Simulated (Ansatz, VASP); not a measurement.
## Ni: VASP beside Ansatz

File INCAR:

```
SYSTEM = Ni
ALGO = Normal
EDIFF = 1E-6
ENCUT = 520
GGA = PE
ISIF = 2
ISMEAR = -1
ISPIN = 2
LASPH = .TRUE.
LCHARG = .FALSE.
LMAXMIX = 4
LORBIT = 11
LREAL = .FALSE.
LWAVE = .FALSE.
MAGMOM = 0.688 0.688
NBANDS = 21
NELM = 150
PREC = Accurate
SIGMA = 0.05
```

Contents of KPOINTS:

```
k-points
0
G
  24 24 13
  0 0 0
```

POSCAR

```
Ni
1.0
    2.5208691714      0.0000000000      0.0000000000
   -1.2604345857      2.1831367421      0.0000000000
    0.0000000000      0.0000000000      4.1314478216
Ni
2
Direct
    0.3333333333      0.6666666667      0.2500000000
    0.6666666667      0.3333333333      0.7500000000
```

Input for Ansatz:

```yaml
crystal:
  lattice:
    - [2.5208691714, 0.0, 0.0]
    - [-1.2604345857, 2.1831367421, 0.0]
    - [0.0, 0.0, 4.1314478216]
  atoms:
    - { symbol: Ni, position: [0.3333333333, 0.6666666667, 0.25], spin: 0.688 }
    - { symbol: Ni, position: [0.6666666667, 0.3333333333, 0.75], spin: 0.688 }
hamiltonian:
  xc: pbe
  pseudopotentials:
    kind: paw
    azcp:
      Ni: "pseudopotentials/Ni.paw.azcp"
basis:
  ecutwfc: 420
  fft_grid_basis: typed
kpoints:
  mp_grid: { grid: [24, 24, 13], shift: [0, 0, 0] }
magnetization:
  spin_polarized: true
scf:
  occupations: { method: fermi_dirac, width: 0.05 }
output:
  stress: true
```

Alike in both runs: task single point; functional PBE; k mesh 24 × 24 × 13; occupations fermi-dirac, width 0.05 eV; collinear spin.

```csv
,VASP,Ansatz
version,VASP 6.6.1,Ansatz 0.2.0
potentials or method,"VASP PAW PBE potentials, release 64 (Ni), cutoff 520 eV","plane waves (420 eV) with PAW, scalar-relativistic"
valence electrons in the cell,20,36
```

Ansatz gave:

```
pressure (GPa)                                                : -7.1
traceless stress, the component that is largest in VASP (GPa) : 0.33
net moment per atom (μB)                                      : 0.66
size of the moment on the site where the two differ most (μB) : 0.70
```

Problem. Estimate VASP's values.

Solution. Pressure (GPa): -7.0; traceless stress, the component that is largest in VASP (GPa): 0.27; net moment per atom (μB): 0.65; size of the moment on the site where the two differ most (μB): 0.66.

Site moments also hang on the region over which each program counts them. VASP's potentials hold 20 valence electrons a cell and Ansatz's 36, so a difference there can come from the potentials and not from the codes.
